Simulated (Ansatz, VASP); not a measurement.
## V: VASP beside Ansatz

INCAR

```
PREC = Accurate
ENCUT = 520
EDIFF = 1E-6
ISMEAR = -1
SIGMA = 0.05
LREAL = False
LASPH = True
NELM = 150
ALGO = Normal
ISIF = 2
LWAVE = False
LCHARG = False
ISPIN = 2
MAGMOM = 2
LORBIT = 11
LMAXMIX = 4
GGA = CA
NBANDS = 16
```

Contents of KPOINTS:

```
Automatic mesh
0
Gamma
  12 12 12
```

POSCAR

```
V
1.0
   -1.5342779432      1.5342779432      1.5342779432
    1.5342779432     -1.5342779432      1.5342779432
    1.5342779432      1.5342779432     -1.5342779432
V
1
Direct
    0.0000000000      0.0000000000      0.0000000000
```

File input.yaml:

```yaml
crystal:
  lattice:
    - [-1.5342779432, 1.5342779432, 1.5342779432]
    - [1.5342779432, -1.5342779432, 1.5342779432]
    - [1.5342779432, 1.5342779432, -1.5342779432]
  atoms:
    - { symbol: V, position: [0.0, 0.0, 0.0], spin: 2.0 }
kpoints:
  mp_grid: { grid: [12, 12, 12] }
scf:
  occupations: { method: fermi_dirac, width: 0.05 }
hamiltonian:
  xc: lda
  pseudopotentials: { kind: all_electron, lapw: { basis_error: 0.001 } }
magnetization:
  spin_polarized: true
output:
  forces: true
  stress: true
  eigenvalues: true
```

Change from the starting cell: volume scaled by 1.04.

Alike in both runs: task single point; functional LDA; k mesh 12 × 12 × 12; occupations fermi-dirac, width 0.05 eV; collinear spin.

```csv
,VASP,Ansatz
version,VASP 6.6.1,Ansatz 0.2.0
potentials or method,"VASP PAW LDA potentials, release 64 (V_sv), cutoff 520 eV","all-electron LAPW, scalar-relativistic"
```

```tsv
	VASP	Ansatz	Ansatz less VASP
gap on the k mesh at the Fermi level (eV)	none	none	-
pressure (GPa)	-22.4	-22.7	-0.31
net moment per atom (μB)	0.00	0.00	-0.001
```

LDA's correlation is that of Perdew and Zunger in VASP and of Perdew and Wang (1992) in Ansatz. A gap of «none» marks a metal or a gap that the smearing closes. Ansatz ran all-electron here, and VASP with PAW potentials.
